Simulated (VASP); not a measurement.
# Na3Zn2N (P4/mmm) in VASP: further runs

The runs below take Na3Zn2N through single point, with PBE.

Program: VASP 6.6.1. These are calculated values, not measurements. Logs are shortened: lines on timing, memory, paths and dates and some standing lists are left out, and cuts for length are marked.

**1. The cell of the first run**

It takes space group P4/mmm (No. 123, tetragonal). The conventional cell has a = 3.779 Å, b = 3.779 Å, c = 8.551 Å, α = 90.00°, β = 90.00°, γ = 90.00°. Na (site symmetry 4/mmm) has 4 Na at 2.67 Å and 8 Zn at 3.60 Å within 3.6 Å. Within 2.5 Å of Na (site symmetry 4/mmm) lie 2 Zn at 1.87 Å. Na (site symmetry 4/mmm) has 2 Zn at 2.41 Å and 4 Na at 2.67 Å within 3.2 Å. Within 2.5 Å of Zn (site symmetry 4mm) lie 2 Na at 1.87 to 2.41 Å. N (site symmetry 4/mmm) has 4 Na at 2.67 Å and 8 Zn at 3.26 Å within 3.5 Å.

The cell was generated, and may not be a known phase.

**2. Single point, PBE, collinear spin, ferromagnetic start**

INCAR reads:

```
  PREC = Accurate
  ENCUT = 520
  EDIFF = 1E-7
  ISMEAR = 0
  SIGMA = 0.1
  LREAL = F
  LASPH = T
  NELM = 150
  ALGO = Normal
  ISIF = 2
  LWAVE = F
  LCHARG = F
  ISPIN = 2
  MAGMOM = 0 0 0 0 0 1
  LORBIT = 11
  GGA = PE
  NBANDS = 38
```

KPOINTS reads:

```
regular mesh
0
Gamma
  4 4 2
```

POSCAR reads:

```
Na3Zn2N
1.0
    3.7792071600      0.0000000000      0.0000000000
    0.0000000000      3.7792071600      0.0000000000
    0.0000000000      0.0000000000      8.5509701000
Na Zn N
3 2 1
Direct
    0.5000000000      0.5000000000      0.5000000000
    0.0000000000      0.0000000000      0.0000000000
    0.0000000000      0.0000000000      0.5000000000
    0.0000000000      0.0000000000      0.7814782300
    0.0000000000      0.0000000000      0.2185217700
    0.5000000000      0.5000000000      0.0000000000
```

Potentials or basis: VASP PAW PBE potentials, release 64 (Na_pv, Zn, N).

Started as:

```
> cat potpaw_PBE.64/Na_pv/POTCAR potpaw_PBE.64/Zn/POTCAR potpaw_PBE.64/N/POTCAR > POTCAR
> mpirun -np 1 vasp_std > vasp.out
```

OUTCAR:

```text
PREC = Accurate
   ENCUT = 520
   EDIFF = 1E-7
   ISMEAR = 0
   LREAL = F
   LASPH = T
   NELM = 150
   ISIF = 2
   ISPIN = 2
   LORBIT = 11
   GGA = PE

 ion  position               nearest neighbor table
   1  0.500  0.500  0.500-   3 2.67   3 2.67   3 2.67   3 2.67
   2  0.000  0.000  0.000-   4 1.87   5 1.87
   3  0.000  0.000  0.500-   4 2.41   5 2.41   1 2.67   1 2.67   1 2.67   1 2.67
   4  0.000  0.000  0.781-   2 1.87   3 2.41
   5  0.000  0.000  0.219-   2 1.87   3 2.41
   6  0.500  0.500  0.000-

  LATTYP: Found a simple tetragonal cell.
 ALAT       =     3.7792071600
 C/A-ratio  =     2.2626359810

  Lattice vectors:

 A1 = (   3.7792071600,   0.0000000000,   0.0000000000)
 A2 = (   0.0000000000,   3.7792071600,   0.0000000000)
 A3 = (   0.0000000000,   0.0000000000,   8.5509701000)

Analysis of symmetry for initial positions (statically):
=====================================================================
 Subroutine PRICEL returns:
 Original cell was already a primitive cell.

 Routine SETGRP: Setting up the symmetry group for a
 simple tetragonal supercell.

 Subroutine GETGRP returns: Found 16 space group operations
 (whereof 16 operations were pure point group operations)
 out of a pool of 16 trial point group operations.

The static configuration has the point symmetry D_4h.

Analysis of symmetry for dynamics (positions and initial velocities):
=====================================================================
 Subroutine PRICEL returns:
 Original cell was already a primitive cell.

 Routine SETGRP: Setting up the symmetry group for a
 simple tetragonal supercell.

 Subroutine GETGRP returns: Found 16 space group operations
 (whereof 16 operations were pure point group operations)
 out of a pool of 16 trial point group operations.

The dynamic configuration has the point symmetry D_4h.

Analysis of structural, dynamic, and magnetic symmetry:
=====================================================================
 Subroutine PRICEL returns:
 Original cell was already a primitive cell.

 Routine SETGRP: Setting up the symmetry group for a
 simple tetragonal supercell.

 Subroutine GETGRP returns: Found 16 space group operations
 (whereof 16 operations were pure point group operations)
 out of a pool of 16 trial point group operations.

The overall configuration has the point symmetry D_4h.

 Subroutine INISYM returns: Found 16 space group operations
 (whereof 16 operations are pure point group operations),
 and found     1 'primitive' translations

----------------------------------------------------------------------------------------

                                     Primitive cell

  volume of cell :     122.1284

  direct lattice vectors                    reciprocal lattice vectors
     3.779207160  0.000000000  0.000000000     0.264605765  0.000000000  0.000000000
     0.000000000  3.779207160  0.000000000     0.000000000  0.264605765  0.000000000
     0.000000000  0.000000000  8.550970100     0.000000000  0.000000000  0.116945795

  length of vectors
     3.779207160  3.779207160  8.550970100     0.264605765  0.264605765  0.116945795

  position of ions in fractional coordinates (direct lattice)
     0.500000000  0.500000000  0.500000000
     0.000000000  0.000000000  0.000000000
     0.000000000  0.000000000  0.500000000
     0.000000000  0.000000000  0.781478230
     0.000000000  0.000000000  0.218521770
     0.500000000  0.500000000  0.000000000

  ion indices of the primitive-cell ions
   primitive index   ion index
                 1           1
                 2           2
                 3           3
                 4           4
                 5           5
                 6           6

[... 29 lines left out ...]
  0.250000  0.000000  0.000000      4.000000
  0.500000  0.000000  0.000000      2.000000
  0.250000  0.250000  0.000000      4.000000
  0.500000  0.250000  0.000000      4.000000
  0.500000  0.500000  0.000000      1.000000
  0.000000  0.000000  0.500000      1.000000
  0.250000  0.000000  0.500000      4.000000
  0.500000  0.000000  0.500000      2.000000
  0.250000  0.250000  0.500000      4.000000
  0.500000  0.250000  0.500000      4.000000
  0.500000  0.500000  0.500000      1.000000
   k-points           NKPTS =     12   k-points in BZ     NKDIM =     12   number of bands    NBANDS=     38
   number of dos      NEDOS =    301   number of ions     NIONS =      6
   total plane-waves  NPLWV =  50176
   dimension x,y,z NGX =    28 NGY =   28 NGZ =   64
   dimension x,y,z NGXF=    56 NGYF=   56 NGZF=  128
   ions per type =               3   2   1
   NGX,Y,Z   is equivalent  to a cutoff of  12.32, 12.32, 12.44 a.u.
   NGXF,Y,Z  is equivalent  to a cutoff of  24.63, 24.63, 24.89 a.u.
 SYSTEM =  unknown system
   PREC   = accura    normal or accurate (medium, high low for compatibility)
   ISTART =      0    job   : 0-new  1-cont  2-samecut
   ICHARG =      2    charge: 1-file 2-atom 10-const
   ISPIN  =      2    spin polarized calculation?
   LNONCOLLINEAR =      F non collinear calculations
   LSORBIT =      F    spin-orbit coupling
   LASPH  =      T    aspherical Exc in radial PAW
   ENCUT  =  520.0 eV  38.22 Ry    6.18 a.u.   7.03  7.03 15.90*2*pi/ulx,y,z
   NELM   =    150;   NELMIN=  2; NELMDL= -5     # of ELM steps
   EDIFF  = 0.1E-06   stopping-criterion for ELM
   LREAL  =      F    real-space projection
   EDIFFG = 0.1E-05   stopping-criterion for IOM
   NSW    =      0    number of steps for IOM
   IBRION =     -1    ionic relax: 0-MD 1-quasi-New 2-CG
   NFREE  =      0    steps in history (QN), initial steepest desc. (CG)
   ISIF   =      2    stress and relaxation
   ISYM   =      2    0-nonsym 1-usesym 2-fastsym
   POTIM  = 0.5000    time-step for ionic-motion
   TEBEG  =    0.0;   TEEND  =   0.0 temperature during run
   PSTRESS=    0.0 pullay stress
   NELECT =      50.0000    total number of electrons
   NUPDOWN=      -1.0000    fix difference up-down
   EMIN   =  10.00;   EMAX   =-10.00  energy-range for DOS
   EFERMI =   0.00;   METHOD = LEGACY
   ISMEAR =     0;   SIGMA  =   0.10  broadening in eV -4-tet -1-fermi 0-gaus
   EFERMI_NEDOS =   21; number of points for ismear=-14 and -15
   IALGO  =     38    algorithm
   IMIX   =      4    mixing-type and parameters
     AMIX     =   0.40;   BMIX     =  1.00
     AMIX_MAG =   1.60;   BMIX_MAG =  1.00
  volume/ion in A,a.u.               =      20.35       137.36
  Fermi-wavevector in a.u.,A,eV,Ry     =   1.215605  2.297161 20.105277  1.477696
  Thomas-Fermi vector in A             =   2.350987
   LORBIT       =     11    0 simple, 1 ext, 2 COOP (PROOUT), +10 PAW based schemes
   GGA     = PE    functional components
   LHFCALC =     F    Hartree Fock is set to
   AEXX    =    0.0000 exact exchange contribution
   IVDW    =     0    specifies the selected vdW correction
   LEPSILON=     F    determine dielectric tensor
   LRPA    =     F    only Hartree local field effects (RPA)
 spin polarized calculation
 Gauss-broadening in eV      SIGMA  =   0.10
  energy-cutoff  :      520.00
  volume of cell :      122.13
 maximum number of plane-waves:      3312
   NGX = 15   NGY = 15   NGZ = 31

 number of electron      49.9999984 magnetization       1.0283287

 Free energy of the ion-electron system (eV)
  ---------------------------------------------------
  ext. energy  EPLUGINS =         0.00000000
  ---------------------------------------------------
  free energy    TOTEN  =        -3.85598648 eV

  energy without entropy =       -3.84233520  energy(sigma->0) =       -3.84916084

 E-fermi :   1.4765     XC(G=0):  -8.6620

 val. band max:        1.4461832385   @ k =   0.5000   0.0000   0.5000
 cond. band min:       1.4831033096   @ k =   0.2500   0.0000   0.0000
 fundamental gap:      0.0369200711
 Fermi energy:         1.4765208516

 spin component 1

 k-point     1 :       0.0000    0.0000    0.0000
  band No.  band energies     occupation
      1     -25.0543      1.00000
      2     -24.2831      1.00000
      3     -24.2831      1.00000
      4     -24.0838      1.00000
      5     -23.9854      1.00000
      6     -23.9854      1.00000
[... 469 lines left out ...]
     36       9.1597      0.00000
     37       9.1597      0.00000
 Fermi energy:         1.4765208516

 spin component 2

 k-point     1 :       0.0000    0.0000    0.0000
  band No.  band energies     occupation
      1     -25.0825      1.00000
      2     -24.2883      1.00000
      3     -24.2883      1.00000
      4     -24.0877      1.00000
      5     -24.0017      1.00000
      6     -24.0017      1.00000
[... 469 lines left out ...]
     36       9.3587      0.00000
     37       9.3587      0.00000
 [bands above 37 left out]

------------------------ aborting loop because EDIFF is reached ----------------------------------------

  FORCE on cell =-STRESS in cart. coord.  units (eV):
  Direction    XX          YY          ZZ          XY          YZ          ZX
  --------------------------------------------------------------------------------------
  -------------------------------------------------------------------------------------
  Total       -1.7217510     -1.7217510     32.0620127      0.0000000      0.0000000      0.0000000
  in kB      -22.5872909    -22.5872909    420.6148275      0.0000000      0.0000000      0.0000000
  external PRESSURE =     125.1467486 kB  Pullay stress =       0.0000000 kB

 VOLUME and BASIS-vectors are now :
 -----------------------------------------------------------------------------
  energy-cutoff  :      520.00
  volume of cell :      122.13
      direct lattice vectors                 reciprocal lattice vectors
     3.779207160  0.000000000  0.000000000     0.264605765  0.000000000  0.000000000
     0.000000000  3.779207160  0.000000000     0.000000000  0.264605765  0.000000000
     0.000000000  0.000000000  8.550970100     0.000000000  0.000000000  0.116945795

 POSITION                                       TOTAL-FORCE (eV/Angst)
 -----------------------------------------------------------------------------------
      1.88960      1.88960      4.27549        -0.000000      0.000000      0.000000
      0.00000      0.00000      0.00000        -0.000000      0.000000      0.000000
      0.00000      0.00000      4.27549        -0.000000      0.000000      0.000000
      0.00000      0.00000      6.68240         0.000000     -0.000000     -5.739048
      0.00000      0.00000      1.86857        -0.000000      0.000000      5.739048
      1.88960      1.88960      0.00000        -0.000000      0.000000      0.000000
 -----------------------------------------------------------------------------------
    total drift:                                0.000000      0.000000      0.000000

  FREE ENERGIE OF THE ION-ELECTRON SYSTEM (eV)
  ---------------------------------------------------
  free  energy   TOTEN  =        -3.8559864846 eV

  energy  without entropy=       -3.8423352038  energy(sigma->0) =       -3.84916084

 total charge

# of ion       s       p       d       tot
------------------------------------------
    1        0.130   5.976   0.000   6.106
    2        0.188   6.080   0.000   6.268
    3        0.173   6.030   0.000   6.203
    4        0.792   0.173   9.761  10.726
    5        0.792   0.173   9.761  10.726
    6        1.322   2.046   0.000   3.369
--------------------------------------------------
tot          3.399  20.477  19.523  43.399

 magnetization (x)

# of ion       s       p       d       tot
------------------------------------------
    1       -0.001  -0.004   0.000  -0.005
    2       -0.017  -0.010   0.000  -0.027
    3       -0.010   0.003   0.000  -0.007
    4        0.002  -0.024   0.003  -0.019
    5        0.002  -0.024   0.003  -0.019
    6        0.020   0.833   0.000   0.853
--------------------------------------------------
tot         -0.005   0.776   0.006   0.777
```

Run time: 3.3 min. Hardware: 1 thread of AMD EPYC 7R43 (Zen 3), shared host; peak memory 0.26 GiB.

What came out:

```yaml
Free_energy: -3.8560 eV
Pressure: 12.5 GPa
Largest_force: 5.739 eV/Å
Net_moment: 1.03 μB per cell
Site_moments: Na -0.01, -0.03 (each value once); Zn -0.02; N +0.85 μB
Valence_electrons_inside_the_program's_atomic_spheres: Na 6.11, 6.27, 6.20; Zn 10.73; N 3.37
```

Forces in eV/Å, atoms in the order of the input:
```
Na   0.000  0.000  0.000
Na   0.000  0.000  0.000
Na   0.000  0.000  0.000
Zn   0.000  0.000 -5.739
Zn   0.000  0.000  5.739
N    0.000  0.000  0.000
```

Stress tensor (GPa, compression positive):
```
-2.26  0.00  0.00
 0.00 -2.26  0.00
 0.00  0.00 42.06
```

Caveat: the k points lie up to 0.42 Å⁻¹ apart; atoms lie so close that the PAW spheres overlap strongly, which falsifies energies and pressures; forces of over 1 eV/Å act on the atoms, so gaps and moduli don't describe the material at rest.

[end of part 1 of 2]
